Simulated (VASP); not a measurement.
# Ta (P6_3/mmc) in VASP: notebook

The runs below take Ta through single point, with PBE.

All numbers are computed with VASP 6.6.1; they aren't measurements. Logs are shortened: lines on timing, memory, paths and dates and some standing lists are left out, and cuts for length are marked.

## 1. The cell of the first run

Symmetry: P6_3/mmc, No. 194, hexagonal system. The conventional cell has a = 3.062 Å, b = 3.062 Å, c = 4.636 Å, α = 90.00°, β = 90.00°, γ = 120.00°. Ta (site symmetry -6m2) has 12 Ta at 2.92 to 3.06 Å within 3.8 Å.

## 2. Single point, PBE

File INCAR:

```
SYSTEM = Ta
  ALGO = Fast
  EDIFF = 1E-6
  ENCUT = 520
  GGA = PE
  ISIF = 2
  ISMEAR = 0
  LASPH = .TRUE.
  LCHARG = .TRUE.
  LELF = .TRUE.
  LREAL = .FALSE.
  LVHAR = .TRUE.
  LWAVE = .FALSE.
  NBANDS = 18
  NELM = 100
  PREC = Accurate
  SIGMA = 0.15
```

File KPOINTS:

```
k-points
0
G
  21 21 10
  0 0 0
```

File POSCAR:

```
Ta
1.0
    3.0618276416      0.0000000000      0.0000000000
   -1.5309138208      2.6516205196      0.0000000000
    0.0000000000      0.0000000000      4.6357860716
Ta
2
Direct
    0.6666666667      0.3333333333      0.7500000000
    0.3333333333      0.6666666667      0.2500000000
```

Potentials or basis: VASP PAW PBE potentials, release 64 (Ta_pv).

Run with:

```sh
> cat potpaw_PBE.64/Ta_pv/POTCAR > POTCAR
> mpirun -np 1 vasp_std > vasp.out
```

OUTCAR:

```text
SYSTEM = Ta
   EDIFF = 1E-6
   ENCUT = 520
   GGA = PE
   ISIF = 2
   ISMEAR = 0
   LASPH = .TRUE.
   LREAL = .FALSE.
   NELM = 100
   PREC = Accurate

 ion  position               nearest neighbor table
   1  0.667  0.333  0.750-   2 2.92   2 2.92   2 2.92   2 2.92   2 2.92   2 2.92
   2  0.333  0.667  0.250-   1 2.92   1 2.92   1 2.92   1 2.92   1 2.92   1 2.92

  LATTYP: Found a hexagonal cell.
 ALAT       =     3.0618276416
 C/A-ratio  =     1.5140584691

  Lattice vectors:

 A1 = (   3.0618276416,   0.0000000000,   0.0000000000)
 A2 = (  -1.5309138208,   2.6516205196,   0.0000000000)
 A3 = (   0.0000000000,   0.0000000000,   4.6357860716)

Analysis of symmetry for initial positions (statically):
=====================================================================
 Subroutine PRICEL returns:
 Original cell was already a primitive cell.

 Routine SETGRP: Setting up the symmetry group for a
 hexagonal supercell.

 Subroutine GETGRP returns: Found 24 space group operations
 (whereof 12 operations were pure point group operations)
 out of a pool of 24 trial point group operations.

The static configuration has the point symmetry D_3d.
 The point group associated with its full space group is D_6h.

Analysis of symmetry for dynamics (positions and initial velocities):
=====================================================================
 Subroutine PRICEL returns:
 Original cell was already a primitive cell.

 Routine SETGRP: Setting up the symmetry group for a
 hexagonal supercell.

 Subroutine GETGRP returns: Found 24 space group operations
 (whereof 12 operations were pure point group operations)
 out of a pool of 24 trial point group operations.

The dynamic configuration has the point symmetry D_3d.
 The point group associated with its full space group is D_6h.

 Subroutine INISYM returns: Found 24 space group operations
 (whereof 12 operations are pure point group operations),
 and found     1 'primitive' translations

----------------------------------------------------------------------------------------

                                     Primitive cell

  volume of cell :      37.6370

  direct lattice vectors                    reciprocal lattice vectors
     3.061827642  0.000000000  0.000000000     0.326602316  0.188563935  0.000000000
    -1.530913821  2.651620520  0.000000000     0.000000000  0.377127871  0.000000000
     0.000000000  0.000000000  4.635786072     0.000000000  0.000000000  0.215713146

  length of vectors
     3.061827642  3.061827642  4.635786072     0.377127871  0.377127871  0.215713146

  position of ions in fractional coordinates (direct lattice)
     0.666666667  0.333333333  0.750000000
     0.333333333  0.666666667  0.250000000

  ion indices of the primitive-cell ions
   primitive index   ion index
                 1           1
                 2           2

----------------------------------------------------------------------------------------

 KPOINTS: k-points

Automatic generation of k-mesh.
 Grid dimensions read from file:
 generate k-points for:   21   21   10

 Generating k-lattice:

  Cartesian coordinates                     Fractional coordinates (reciprocal lattice)
     0.015552491  0.008979235  0.000000000     0.047619048  0.000000000  0.000000000
     0.000000000  0.017958470  0.000000000     0.000000000  0.047619048  0.000000000
     0.000000000  0.000000000  0.021571315     0.000000000  0.000000000  0.100000000

  Length of vectors
     0.017958470  0.017958470  0.021571315

  Shift w.r.t. Gamma in fractional coordinates (k-lattice)
     0.000000000  0.000000000  0.000000000

 Subroutine IBZKPT returns following result:
 ===========================================

 Found    288 irreducible k-points:

 Following reciprocal coordinates:
            Coordinates               Weight
  0.000000  0.000000  0.000000      1.000000
  0.047619  0.000000  0.000000      6.000000
  0.095238  0.000000  0.000000      6.000000
  0.142857  0.000000  0.000000      6.000000
  0.190476  0.000000  0.000000      6.000000
  0.238095  0.000000  0.000000      6.000000
[... 16 lines left out ...]
  0.142857  0.095238  0.000000     12.000000
  0.190476  0.095238  0.000000     12.000000
 [... further k-points ...]
   k-points           NKPTS =    288   k-points in BZ     NKDIM =    288   number of bands    NBANDS=     18
   number of dos      NEDOS =    301   number of ions     NIONS =      2
   total plane-waves  NPLWV =  20736
   dimension x,y,z NGX =    24 NGY =   24 NGZ =   36
   dimension x,y,z NGXF=    48 NGYF=   48 NGZF=   72
   ions per type =               2
   NGX,Y,Z   is equivalent  to a cutoff of  13.03, 13.03, 12.91 a.u.
   NGXF,Y,Z  is equivalent  to a cutoff of  26.06, 26.06, 25.82 a.u.
 SYSTEM =  Ta
   PREC   = accura    normal or accurate (medium, high low for compatibility)
   ISTART =      0    job   : 0-new  1-cont  2-samecut
   ICHARG =      2    charge: 1-file 2-atom 10-const
   ISPIN  =      1    spin polarized calculation?
   LNONCOLLINEAR =      F non collinear calculations
   LSORBIT =      F    spin-orbit coupling
   LASPH  =      T    aspherical Exc in radial PAW
   ENCUT  =  520.0 eV  38.22 Ry    6.18 a.u.   5.69  5.69  8.62*2*pi/ulx,y,z
   NELM   =    100;   NELMIN=  2; NELMDL= -5     # of ELM steps
   EDIFF  = 0.1E-05   stopping-criterion for ELM
   LREAL  =      F    real-space projection
   EDIFFG = 0.1E-04   stopping-criterion for IOM
   NSW    =      0    number of steps for IOM
   IBRION =     -1    ionic relax: 0-MD 1-quasi-New 2-CG
   NFREE  =      0    steps in history (QN), initial steepest desc. (CG)
   ISIF   =      2    stress and relaxation
   ISYM   =      2    0-nonsym 1-usesym 2-fastsym
   POTIM  = 0.5000    time-step for ionic-motion
   TEBEG  =    0.0;   TEEND  =   0.0 temperature during run
   PSTRESS=    0.0 pullay stress
   NELECT =      22.0000    total number of electrons
   NUPDOWN=      -1.0000    fix difference up-down
   EMIN   =  10.00;   EMAX   =-10.00  energy-range for DOS
   EFERMI =   0.00;   METHOD = LEGACY
   ISMEAR =     0;   SIGMA  =   0.15  broadening in eV -4-tet -1-fermi 0-gaus
   EFERMI_NEDOS =   21; number of points for ismear=-14 and -15
   IALGO  =     68    algorithm
   IMIX   =      4    mixing-type and parameters
     AMIX     =   0.40;   BMIX     =  1.00
     AMIX_MAG =   1.60;   BMIX_MAG =  1.00
  volume/ion in A,a.u.               =      18.82       126.99
  Fermi-wavevector in a.u.,A,eV,Ry     =   1.368812  2.586680 25.492516  1.873647
  Thomas-Fermi vector in A             =   2.494743
   LORBIT       =      0    0 simple, 1 ext, 2 COOP (PROOUT), +10 PAW based schemes
   GGA     = PE    functional components
   LHFCALC =     F    Hartree Fock is set to
   AEXX    =    0.0000 exact exchange contribution
   IVDW    =     0    specifies the selected vdW correction
   LEPSILON=     F    determine dielectric tensor
   LRPA    =     F    only Hartree local field effects (RPA)
 non-spin polarized calculation
 RMM-DIIS sequential band-by-band and
 Gauss-broadening in eV      SIGMA  =   0.15
  energy-cutoff  :      520.00
  volume of cell :       37.64
 maximum number of plane-waves:      1037
 NGX is ok and might be reduce to    24

 number of electron      22.0000008 magnetization

 Free energy of the ion-electron system (eV)
  ---------------------------------------------------
  ext. energy  EPLUGINS =         0.00000000
  ---------------------------------------------------
  free energy    TOTEN  =       -22.85235520 eV

  energy without entropy =      -22.82142964  energy(sigma->0) =      -22.83689242

 E-fermi :   5.6831     XC(G=0): -12.3827

 val. band max:        5.6829219889   @ k =   0.3333   0.0952   0.5000
 cond. band min:       5.6864478213   @ k =   0.3333   0.0000   0.1000
 fundamental gap:      0.0035258325
 Fermi energy:         5.6831098596

 k-point     1 :       0.0000    0.0000    0.0000
  band No.  band energies     occupation
      1     -29.0800      2.00000
      2     -28.3193      2.00000
      3     -28.3193      2.00000
      4     -28.1206      2.00000
      5     -28.1206      2.00000
      6     -27.8975      2.00000
[... 10 lines left out ...]
     17      10.4987      0.00000
     18      10.4987      0.00000

 k-point     2 :       0.0476    0.0000    0.0000
  band No.  band energies     occupation
      1     -29.0725      2.00000
      2     -28.3330      2.00000
      3     -28.3244      2.00000
      4     -28.1354      2.00000
      5     -28.1220      2.00000
      6     -27.9017      2.00000
[... 10 lines left out ...]
     17      10.5608      0.00000
     18      10.7892      0.00000

 k-point     3 :       0.0952    0.0000    0.0000
  band No.  band energies     occupation
      1     -29.0505      2.00000
      2     -28.3728      2.00000
      3     -28.3392      2.00000
      4     -28.1782      2.00000
      5     -28.1262      2.00000
      6     -27.9145      2.00000
[... 10 lines left out ...]
     17      10.7258      0.00000
     18      11.4936      0.00000

 k-point     4 :       0.1429    0.0000    0.0000
  band No.  band energies     occupation
      1     -29.0148      2.00000
      2     -28.4354      2.00000
      3     -28.3617      2.00000
      4     -28.2441      2.00000
      5     -28.1333      2.00000
      6     -27.9356      2.00000
[... 375 lines left out ...]
      4     -28.2601      2.00000
      5     -28.1466      2.00000
      6     -27.9483      2.00000
[... 10 lines left out ...]
     17      11.0082      0.00000
     18      12.8756      0.00000

 k-point    23 :       0.1429    0.0952    0.0000
  band No.  band energies     occupation
      1     -28.9470      2.00000
      2     -28.5232      2.00000
      3     -28.4547      2.00000
      4     -28.3122      2.00000
      5     -28.1630      2.00000
      6     -27.9775      2.00000
[... 10 lines left out ...]
     17      11.1849      0.00000
     18      13.7927      0.00000

 k-point    24 :       0.1905    0.0952    0.0000
  band No.  band energies     occupation
      1     -28.8900      2.00000
      2     -28.6044      2.00000
      3     -28.5125      2.00000
      4     -28.3676      2.00000
      5     -28.1802      2.00000
      6     -28.0144      2.00000
[... 10 lines left out ...]
     17      11.3595      0.00000
     18      14.7544      0.00000

 [... further k-points ...]
[... 5 lines left out ...]
  --------------------------------------------------------------------------------------
  -------------------------------------------------------------------------------------
  Total       -1.0157985     -1.0157985      1.8474824      0.0000000      0.0000000     -0.0000000
  in kB      -43.2416873    -43.2416873     78.6457762      0.0000000      0.0000000     -0.0000000
  external PRESSURE =      -2.6125328 kB  Pullay stress =       0.0000000 kB

 VOLUME and BASIS-vectors are now :
 -----------------------------------------------------------------------------
  energy-cutoff  :      520.00
  volume of cell :       37.64
      direct lattice vectors                 reciprocal lattice vectors
     3.061827642  0.000000000  0.000000000     0.326602316  0.188563935  0.000000000
    -1.530913821  2.651620520  0.000000000     0.000000000  0.377127871  0.000000000
     0.000000000  0.000000000  4.635786072     0.000000000  0.000000000  0.215713146

 POSITION                                       TOTAL-FORCE (eV/Angst)
 -----------------------------------------------------------------------------------
      1.53091      0.88387      3.47684         0.000000      0.000000      0.000000
     -0.00000      1.76775      1.15895        -0.000000      0.000000      0.000000
 -----------------------------------------------------------------------------------
    total drift:                                0.000000     -0.000000      0.000000

  FREE ENERGIE OF THE ION-ELECTRON SYSTEM (eV)
  ---------------------------------------------------
  free  energy   TOTEN  =       -22.8523551990 eV

  energy  without entropy=      -22.8214296387  energy(sigma->0) =      -22.83689242
```

It took 1.8 min on 1 thread of AMD EPYC 9R45 (Zen 5), shared host; peak memory 0.24 GiB.

Results:

```yaml
Free_energy: -22.8524 eV
Pressure: -0.3 GPa
Band_gap_on_the_k_mesh: zero (band 11 reaches 6.82 eV, above the bottom of band 12 at 4.87 eV)
```

Levels at points of the mesh, in eV from the Fermi level:
```tsv
k point	band 7	band 8	band 9	band 10	band 11	band 12	band 13	band 14	band 15	band 16
(0.00, 0.00, 0.00)	-8.29	-4.65	0.14	0.14	1.08	1.13	1.13	1.26	1.50	1.50
(0.00, 0.00, 0.50)	-5.97	-5.97	-0.34	-0.34	-0.09	-0.09	-0.09	-0.09	4.26	4.26
```

Caveat: spin-orbit coupling is left out, which moves the levels of the heavy elements.

## 3. Single point, PBE

This run uses another cell than the first one, of the same volume but with other edges.

File INCAR:

```
PREC     = Accurate       # precision mode
ENCUT    = 520            # plane-wave cutoff, eV
EDIFF    = 1E-7           # SCF threshold, eV
ISMEAR   = 0              # smearing method
SIGMA    = 0.15           # smearing width, eV
LREAL    = False          # projectors in reciprocal space
LASPH    = True           # aspherical terms in the spheres
NELM     = 100            # most SCF steps
ALGO     = Fast           # electronic algorithm
ISIF     = 2              # what is computed and relaxed
LWAVE    = False          # write WAVECAR
LCHARG   = False          # write CHGCAR
GGA      = PE             # functional
NBANDS   = 18             # bands
```

File KPOINTS:

```
Automatic mesh
0
Gamma
  21 21 10
```

File POSCAR:

```
Ta
1.0
    2.7293546175      0.0000000000      0.0000000000
   -1.3646773087      2.3636904347      0.0000000000
    0.0000000000      0.0000000000      5.8339799629
Ta
2
Direct
    0.6666666667      0.3333333333      0.7500000000
    0.3333333333      0.6666666667      0.2500000000
```

Potentials or basis: VASP PAW PBE potentials, release 64 (Ta_pv).

Run with:

```sh
> cat potpaw_PBE.64/Ta_pv/POTCAR > POTCAR
> mpirun -np 1 vasp_std > vasp.out
```

Run time: 2.5 min. Hardware: 1 thread of AMD EPYC 9R45 (Zen 5), shared host; peak memory 0.23 GiB.

It converged, with:

```
Free energy            : -22.4610 eV
Pressure               : 7.3 GPa
Band gap on the k mesh : zero (band 11 reaches 7.39 eV, above the bottom of band 12 at 4.60 eV)
```

Stress tensor (GPa, compression positive):
```
 21.89   0.00   0.00
  0.00  21.89   0.00
  0.00   0.00 -21.99
```

Levels at points of the mesh, in eV from the Fermi level:
```tsv
k point	band 7	band 8	band 9	band 10	band 11	band 12	band 13	band 14	band 15	band 16
(0.00, 0.00, 0.00)	-8.07	-5.53	-2.18	-1.31	0.82	0.82	1.05	1.05	4.51	4.51
(0.00, 0.00, 0.50)	-6.76	-6.76	-2.17	-2.17	0.90	0.90	0.90	0.90	5.10	5.10
```

Caveat: spin-orbit coupling is left out, which moves the levels of the heavy elements.

[end of part 1 of 2]
